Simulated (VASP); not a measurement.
Set up this calculation in VASP 6.6.1, as the native input.

* Task: single point
* Functional: PBE
* Potentials or basis: VASP PAW PBE potentials, release 64 (Al, Se)
* Cutoff: 520 eV
* k mesh: 4 × 4 × 4
* Occupations: gaussian, width 0.1 eV
* Spin: no spin polarisation
* Dipole correction: no
* Further INCAR settings: ALGO = Normal; EDIFF = 1e-06; NBANDS = 22

The structure of AlSe4 lies in POSCAR:

```
AlSe4
1.0
   -3.1409747400      3.1409747400      3.3263406300
    3.1409747400     -3.1409747400      3.3263406300
    3.1409747400      3.1409747400     -3.3263406300
Al Se
1 4
Direct
    0.0000000000      0.0000000000      0.0000000000
    0.5298053300      0.4701946700      0.5000000000
    0.9701946700      0.0298053300      0.5000000000
    0.0298053300      0.5298053300      0.0596106600
    0.4701946700      0.9701946700      0.9403893400
```

These files were run (other wordings do the same):

INCAR

```
SYSTEM = AlSe4
PREC = Accurate
ENCUT = 520
EDIFF = 1E-6
ISMEAR = 0
SIGMA = 0.1
LREAL = .FALSE.
LASPH = .TRUE.
NELM = 100
ALGO = Normal
ISIF = 2
LWAVE = .FALSE.
LCHARG = .FALSE.
GGA = PE
NBANDS = 22
```

KPOINTS

```
regular mesh
0
G
  4 4 4
  0 0 0
```

Potentials or basis: VASP PAW PBE potentials, release 64 (Al, Se).

Run with:

```bash
$ cat potpaw_PBE.64/Al/POTCAR potpaw_PBE.64/Se/POTCAR > POTCAR
$ mpirun -np 1 vasp_std > vasp.out
```

Results of the run:

| Item | Value |
| --- | --- |
| Pressure | -5.7 GPa |
| Largest force | 0.324 eV/Å |

Run time: 35 s on 1 thread of Intel(R) Xeon(R) Platinum 8375C CPU @ 2.90GHz (Ice Lake), on a shared host, peak memory 0.25 GiB.
